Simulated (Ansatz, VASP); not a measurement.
**WF3: VASP beside Ansatz**

```
W F
1.0
     0.00000    3.20292    3.20292
     3.20292    0.00000    3.20292
     3.20292    3.20292    0.00000
W F
1 3
Direct
  0.00000 0.00000 0.00000
  0.50000 0.50000 0.50000
  0.75000 0.75000 0.75000
  0.25000 0.25000 0.25000
```

Change from the starting cell: species swapped into the PrMg3 type (Fm-3m, No. 225).

Alike in both runs: task relaxation of cell and atoms; functional PBE; k mesh 6 × 6 × 6; occupations gaussian, width 0.1 eV; collinear spin.

|  | VASP | Ansatz |
| --- | --- | --- |
| version | VASP 6.6.1 | Ansatz 0.2.0 |
| potentials or method | VASP PAW PBE potentials, release 64 (W_sv, F), cutoff 600 eV | scalar-relativistic, plane waves, PAW |
| valence electrons in the cell | 35 | 35 |

Ansatz gave:

| Item | Value |
| --- | --- |
| gap on the k mesh at the Fermi level, each at its own relaxed structure (eV) | none |
| net moment per atom (μB) | 0.75 |
| size of the moment on the site where the two differ most (μB) | 1.97 |
| relaxed volume (Å³/atom) | 10.28 |
| relaxed cell length with the largest relative difference (Å) | 3.875 |

Task: Which values does VASP return?

Result: gap on the k mesh at the Fermi level, each at its own relaxed structure (eV): none; net moment per atom (μB): 0.75; size of the moment on the site where the two differ most (μB): 2.53; relaxed volume (Å³/atom): 10.34; relaxed cell length with the largest relative difference (Å): 3.882.

Site moments also hang on the region over which each program counts them. A gap of «none» marks a metal or a gap that the smearing closes. Ansatz's warnings: no starting moments.

Spin-orbit coupling is off throughout. Noted on VASP's run: the volume moved by over 15 % at a fixed basis, so the end points are rough.
